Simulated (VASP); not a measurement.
Crystal: LaScF.

```xyz
3
Lattice="3.8347 0.0000 0.0000 0.0000 3.8347 0.0000 0.0000 0.0000 3.9816" Properties=species:S:1:pos:R:3 pbc="T T T"
La    0.0000    0.0000    2.7863
Sc    1.9173    1.9173    2.2684
F     0.0000    0.0000    1.0361
```

| Quantity | Value |
| --- | --- |
| Program | VASP 6.6.1 |
| Task | relaxation of cell and atoms |
| Functional | PBE |
| Potentials or basis | VASP PAW PBE potentials, release 64 (La, Sc_sv, F) |
| Cutoff | 600 eV |
| k mesh | 4 × 4 × 4 |
| Occupations | gaussian, width 0.1 eV |
| Spin | no spin polarisation |

At the start: pressure 45.7 GPa; volume 19.52 Å³/atom.

Where does the relaxation end?

Over 33 steps the energy falls by 1997.6 meV/atom and the volume is 20.42 Å³/atom (+4.6 %); space group P4/mmm (No. 123, to 0.05 Å).

Step by step:
```csv
step,energy change (eV),largest force (eV/Å),pressure (GPa),volume (Å³)
1,0.0000,12.5648,45.66,58.55
2,-0.1629,19.6212,8.98,116.80
3,-3.0481,7.5538,13.69,78.91
4,-2.4129,1.4832,-10.16,119.01
5,-4.0843,1.4633,-1.84,93.65
6,-4.1186,1.5000,-0.73,91.69
7,-4.1274,1.5315,0.34,90.00
8,-4.2880,1.3448,-0.15,91.11
9,-4.6054,1.3203,-1.41,94.25
10,-4.5832,1.9172,-2.01,99.64
11,-4.6796,1.6469,-2.05,97.17
12,-4.7969,1.0632,-2.50,95.97
13,-4.9203,0.2583,-2.25,93.03
14,-4.9769,0.2683,-1.15,89.56
15,-5.0273,0.2991,0.77,84.17
16,-4.9814,0.5173,5.70,73.95
17,-5.0342,0.3273,1.96,81.32
18,-5.0720,0.3341,1.72,80.36
19,-5.1831,0.5444,1.11,77.38
20,-5.4843,0.9605,0.31,71.10
21,-5.7618,0.7906,4.26,57.64
22,-5.8063,0.9106,0.98,63.19
23,-5.8314,0.8813,1.83,60.94
24,-5.8302,0.8671,2.09,60.45
25,-5.8843,0.5377,-0.39,62.17
26,-5.8880,0.4538,-1.06,62.70
27,-5.9339,0.3066,-0.49,62.20
28,-5.9676,0.3323,0.72,61.23
29,-5.9837,0.1528,-0.40,62.10
30,-5.9860,0.0713,-0.96,62.61
31,-5.9921,0.0749,-0.11,61.47
32,-5.9921,0.0765,-0.05,61.44
33,-5.9929,0.0372,0.01,61.25
```

Final structure:
```
La Sc F
1.0
     3.38735    0.00000    0.00000
     0.00000    3.38735    0.00000
     0.00000    0.00000    5.33820
La Sc F
1 1 1
Cartesian
  0.0000 0.0000 4.4955
  1.6937 1.6937 1.8405
  0.0000 0.0000 1.8300
```

Caveat: the k points lie up to 0.46 Å⁻¹ apart in the final cell; an odd number of electrons without spin polarisation forces a metal; a magnetic or distorted state may lie lower.
